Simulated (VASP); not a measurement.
PdPtC4N4: single point with PBE

Crystal: PdPtC4N4.

```
Pd Pt C N
1.0
     6.02004    0.00000    0.00000
     0.00000    6.02004    0.00000
     0.00000    0.00000    6.02004
Pd Pt C N
1 1 4 4
Direct
  0.50000 0.50000 0.50000
  0.00000 0.00000 0.00000
  0.18981 0.18981 0.18981
  0.18981 0.81019 0.81019
  0.81019 0.18981 0.81019
  0.81019 0.81019 0.18981
  0.30316 0.30316 0.30316
  0.30316 0.69684 0.69684
  0.69684 0.30316 0.69684
  0.69684 0.69684 0.30316
```

```yaml
Program: VASP 6.6.1
Task: single point
Functional: PBE
Potentials_or_basis: VASP PAW PBE potentials, release 64 (Pd_sv_GW, Pt_sv_GW, C, N)
Cutoff: 600 eV
k_mesh: 4 × 4 × 4
Occupations: gaussian, width 0.2 eV
Spin: no spin polarisation
Dipole_correction: no
Further_INCAR_settings: ALGO = Normal; EDIFF = 1e-06; NBANDS = 47
```

- Pressure: 0.1 GPa
- Largest force: 0.256 eV/Å
- Band gap on the k mesh: zero (bands 36 and 37 overlap by 0.27 eV)

Forces in eV/Å, atoms in the order of the input:
```
Pd   0.000  0.000  0.000
Pt   0.000  0.000  0.000
C   -0.148 -0.148 -0.148
C   -0.148  0.148  0.148
C    0.148 -0.148  0.148
C    0.148  0.148 -0.148
N    0.142  0.142  0.142
N    0.142 -0.142 -0.142
N   -0.142  0.142 -0.142
N   -0.142 -0.142  0.142
```

Levels at points of the mesh, in eV from the Fermi level:
| k point | band 34 | band 35 | band 36 | band 37 | band 38 | band 39 |
| --- | --- | --- | --- | --- | --- | --- |
| (0.00, 0.00, 0.00) | -0.59 | -0.59 | -0.24 | -0.24 | -0.24 | 5.08 |
| (0.50, 0.00, 0.00) | -1.01 | -0.23 | -0.04 | 0.38 | 0.38 | 4.72 |
| (0.50, 0.50, 0.00) | -0.91 | -0.24 | -0.04 | 0.30 | 0.30 | 4.92 |
| (0.50, 0.50, 0.50) | -0.44 | -0.44 | -0.26 | -0.26 | -0.26 | 5.11 |

Run time: 100 s on 1 thread of Intel(R) Xeon(R) 6975P-C (Granite Rapids), on a shared host, peak memory 0.42 GiB.

Caveat: spin-orbit coupling is left out, which moves the levels of the heavy elements.
